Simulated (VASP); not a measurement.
# ZnS: single point with r2SCAN

ZnS:

```
Zn S
1.0
     3.77289    0.00000    0.00000
    -1.88644    3.30042    0.00000
     0.00000    0.00000    6.23400
Zn S
2 2
Cartesian
  0.0000 2.2003 0.0000
  1.8864 1.1001 3.1170
  0.0000 2.2003 2.4001
  1.8864 1.1001 5.5171
```

This cell differs from its parent crystal: strain -0.0100 x Voigt [1, 0, 0, 0, 0, 0].

```
Program                : VASP 6.6.1
Task                   : single point
Functional             : r2SCAN
Potentials or basis    : VASP PAW PBE potentials, release 64 (Zn, S)
Cutoff                 : 520 eV
k mesh                 : 6 × 6 × 4
Occupations            : gaussian, width 0.05 eV
Spin                   : no spin polarisation
Dipole correction      : no
Further INCAR settings : ALGO = Normal; EDIFF = 1e-06; NBANDS = 26
```

* Pressure: 1.1 GPa
* Largest force: 0.366 eV/Å
* Band gap on the k mesh: 2.85 eV, direct

Forces on the atoms (eV/Å):
```
Zn   0.000  0.053  0.358
Zn   0.000 -0.053  0.358
S    0.000  0.075 -0.358
S    0.000 -0.075 -0.358
```

Stress tensor (GPa, compression positive):
```
 2.67  0.00  0.00
 0.00  1.38  0.00
 0.00  0.00 -0.79
```

Levels at points of the mesh, in eV from the valence-band top:
| k point | band 16 | band 17 | band 18 | band 19 | band 20 | band 21 |
| --- | --- | --- | --- | --- | --- | --- |
| (0.00, 0.00, 0.00) | -0.04 | -0.03 | 0.00 | 2.85 | 3.55 | 6.73 |
| (0.50, 0.00, 0.00) | -2.38 | -1.63 | -1.07 | 3.96 | 4.76 | 5.48 |
| (0.00, 0.50, 0.00) | -2.29 | -1.63 | -1.00 | 4.07 | 4.84 | 5.48 |
| (0.00, 0.00, 0.50) | -0.49 | -0.45 | -0.45 | 4.09 | 4.09 | 7.17 |
| (0.50, 0.00, 0.50) | -1.77 | -1.62 | -1.62 | 3.99 | 3.99 | 5.54 |
| (0.00, 0.50, 0.50) | -1.69 | -1.63 | -1.63 | 4.05 | 4.05 | 5.57 |

It took 3.6 min on 1 thread of Intel(R) Xeon(R) Platinum 8259CL CPU @ 2.50GHz (Skylake/Cascade Lake), on a shared host, peak memory 0.23 GiB.

Caveat: the cell differs from its parent crystal (strain -0.0100 x Voigt [1, 0, 0, 0, 0, 0]); the PAW data sets were made with another functional, which shifts forces and pressure a little.
